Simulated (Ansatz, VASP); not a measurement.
# Ti in VASP and in Ansatz

File INCAR:

```
  ALGO = Fast
  EDIFF = 1E-7
  ENCUT = 520
  GGA = PE
  ISIF = 2
  ISMEAR = 0
  LASPH = T
  LCHARG = F
  LREAL = F
  LWAVE = F
  NBANDS = 19
  NELM = 60
  PREC = Accurate
  SIGMA = 0.15
```

Contents of KPOINTS:

```
k-points
0
Gamma
  18 18 10
```

POSCAR

```
Ti
1.0
    2.9499978604      0.0000000000      0.0000000000
   -1.4749989302      2.5547730882      0.0000000000
    0.0000000000      0.0000000000      4.7562900000
Ti
2
Direct
    0.3333333333      0.6666666667      0.2500000000
    0.6666666667      0.3333333333      0.7500000000
```

Input for Ansatz:

```yaml
crystal:
  lattice:
    - [2.9499978604, 0.0, 0.0]
    - [-1.4749989302, 2.5547730882, 0.0]
    - [0.0, 0.0, 4.75629]
  atoms:
    - { symbol: Ti, position: [0.3333333333, 0.6666666667, 0.25] }
    - { symbol: Ti, position: [0.6666666667, 0.3333333333, 0.75] }
basis:
  ecutwfc: 420
kpoints:
  mp_grid: { grid: [18, 18, 10] }
hamiltonian:
  xc: pbe
scf:
  occupations: { method: gaussian, width: 0.15 }
output:
  forces: true
  stress: true
  eigenvalues: true
```

Change from the starting cell: strain +0.000 along x and y, +0.015 along z, atoms carried along.

Alike in both runs: task single point; functional PBE; k mesh 18 × 18 × 10; occupations gaussian, width 0.15 eV; no spin polarisation.

|  | VASP | Ansatz |
| --- | --- | --- |
| version | VASP 6.6.1 | Ansatz 0.2.0 |
| potentials or method | VASP PAW PBE potentials, release 64 (Ti_sv), cutoff 520 eV | scalar-relativistic, plane waves, PAW |
| valence electrons in the cell | 24 | 24 |

|  | VASP | Ansatz | Ansatz less VASP |
| --- | --- | --- | --- |
| gap on the k mesh at the Fermi level (eV) | none | none | - |
| pressure (GPa) | -3.4 | -3.2 | +0.24 |
| traceless stress, the component that is largest in VASP (GPa) | -1.35 | -1.35 | -0.003 |

A gap of «none» marks a metal or a gap that the smearing closes. The functional is the same, so the differences come from potentials, cutoffs and numerics.
